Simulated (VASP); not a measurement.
Input of a VASP 6.6.1 run:

The input INCAR:

```
PREC = Accurate
ENCUT = 520
EDIFF = 1E-7
ISMEAR = 0
SIGMA = 0.15
LREAL = F
LASPH = T
NELM = 60
ALGO = Fast
ISIF = 2
LWAVE = F
LCHARG = F
GGA = PS
NBANDS = 11
```

The input KPOINTS:

```
regular mesh
0
Gamma
  14 14 14
```

POSCAR

```
Ba
1.0
   -2.7000000000      2.7000000000      2.6000000000
    2.7000000000     -2.7000000000      2.6000000000
    2.7000000000      2.7000000000     -2.6000000000
Ba
1
Direct
    0.0000000000      0.0000000000      0.0000000000
```

Potentials or basis: VASP PAW PBE potentials, release 64 (Ba_sv).

Launch:

```console
$ cat potpaw_PBE.64/Ba_sv/POTCAR > POTCAR
$ mpirun -np 1 vasp_std > vasp.out
```

(1) Predict the pressure.

(2) Predict the band gap on the k mesh.

## Answers

(1) -1.6 GPa.

(2) zero (bands 5 and 6 overlap by 0.63 eV).

Caveat: the cell differs from its parent crystal (strain +0.080 along x and y, +0.040 along z); the PAW data sets were made with another functional, which shifts forces and pressure a little; spin-orbit coupling is left out, which moves the levels of the heavy elements.
